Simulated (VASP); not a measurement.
**Ge: single point with PBEsol**

Ge:

```xyz
4
Lattice="3.9976 0.0000 0.0000 -1.9988 3.4620 0.0000 0.0000 0.0000 6.5994" Properties=species:S:1:pos:R:3 pbc="T T T"
Ge    0.0000    2.3080    6.1843
Ge    1.9988    1.1540    2.8846
Ge    0.0000    2.3080    3.7148
Ge    1.9988    1.1540    0.4151
```

This isn't the form of Ge at room conditions, which is diamond.

| Item | Value |
| --- | --- |
| Program | VASP 6.6.1 |
| Task | single point |
| Functional | PBEsol |
| Potentials or basis | VASP PAW PBE potentials, release 64 (Ge_d) |
| Cutoff | 520 eV |
| k mesh | 6 × 6 × 3 |
| Occupations | fermi-dirac, width 0.05 eV |
| Spin | non-collinear spin, zero start, spin-orbit coupling |
| Starting moments | [[0.0, 0.0, 0.0], [0.0, 0.0, 0.0], [0.0, 0.0, 0.0], [0.0, 0.0, 0.0]] μB |
| Dipole correction | no |
| Further INCAR settings | ALGO = Normal; EDIFF = 1e-06; NBANDS = 70 |

```yaml
Pressure: 0.0 GPa
Largest_force: 0.008 eV/Å
Net_moment: 0.00 μB per cell
Valence_electrons_inside_the_program's_atomic_spheres: Ge 12.40
```

Forces in eV/Å, atoms in the order of the input:
```
Ge   0.000  0.000 -0.008
Ge   0.000  0.000 -0.008
Ge   0.000  0.000  0.008
Ge   0.000  0.000  0.008
```

Stress tensor (GPa, compression positive):
```
 0.19  0.00  0.00
 0.00  0.19  0.00
 0.00  0.00 -0.35
```

Moments on the atoms (μB; x, y, z):
```
Ge  0.00 0.00 0.00
Ge  0.00 0.00 0.00
Ge  0.00 0.00 0.00
Ge  0.00 0.00 0.00
```

It took 2.7 min on 1 thread of Intel(R) Xeon(R) Platinum 8488C (Sapphire Rapids), on a shared host, peak memory 0.42 GiB.

Caveat: the PAW data sets were made with another functional, which shifts forces and pressure a little.
